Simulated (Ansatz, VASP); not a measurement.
# Two plane-wave programs on Al

The input POSCAR:

```
Al
1.0
   -1.6682175118      1.5921424462      1.5921424462
    1.5921424462     -1.6682175118      1.5921424462
    1.5921424462      1.5921424462     -1.6682175118
Al
1
Direct
    0.0000000000      0.0000000000      0.0000000000
```

Contents of INCAR.step1:

```
SYSTEM = Al
PREC = Accurate
ENCUT = 520
ISMEAR = 0
SIGMA = 0.15
LREAL = .False.
LASPH = .True.
NELM = 100
NBANDS = 8
GGA = PE
ALGO = Normal
EDIFF = 1E-4
LWAVE = .True.
LCHARG = .False.
```

INCAR.step2

```
SYSTEM = Al
PREC = Accurate
ENCUT = 520
EDIFF = 1E-7
ISMEAR = 0
SIGMA = 0.15
LREAL = .False.
LASPH = .True.
NELM = 100
ALGO = Normal
ISIF = 2
LWAVE = .False.
LCHARG = .True.
METAGGA = R2SCAN
LMIXTAU = .True.
LELF = .True.
LVHAR = .True.
NBANDS = 8
ISTART = 1
```

File KPOINTS:

```
regular mesh
0
Gamma
  24 24 24
  0 0 0
```

Input for Ansatz:

```yaml
crystal:
  lattice:
    - [-1.6682175118, 1.5921424462, 1.5921424462]
    - [1.5921424462, -1.6682175118, 1.5921424462]
    - [1.5921424462, 1.5921424462, -1.6682175118]
  atoms:
    - { symbol: Al, position: [0.0, 0.0, 0.0] }
basis:
  ecutwfc: 500
kpoints:
  mp_grid: { grid: [24, 24, 24] }
hamiltonian:
  xc: r2scan
scf:
  occupations: { method: gaussian, width: 0.15 }
output:
  forces: true
  stress: true
  eigenvalues: true
```

Alike in both runs: task single point; functional r2SCAN; k mesh 24 × 24 × 24; occupations gaussian, width 0.15 eV; no spin polarisation.

```csv
,VASP,Ansatz
version,VASP 6.6.1,Ansatz 0.2.0
potentials or method,"VASP PAW PBE potentials, release 64 (Al), cutoff 520 eV","scalar-relativistic, plane waves, PAW"
valence electrons in the cell,3,3
```

VASP gave:

| Quantity | Value |
| --- | --- |
| gap on the k mesh at the Fermi level (eV) | none |
| pressure (GPa) | 0.9 |
| traceless stress, the component that is largest in VASP (GPa) | 3.30 |

Question: Which values does Ansatz return?

Answer: gap on the k mesh at the Fermi level (eV): none; pressure (GPa): 1.2; traceless stress, the component that is largest in VASP (GPa): 3.31.

VASP's potentials were made for PBE, not for r2SCAN. A gap of «none» marks a metal or a gap that the smearing closes. The functional is the same, so the differences come from potentials, cutoffs and numerics.
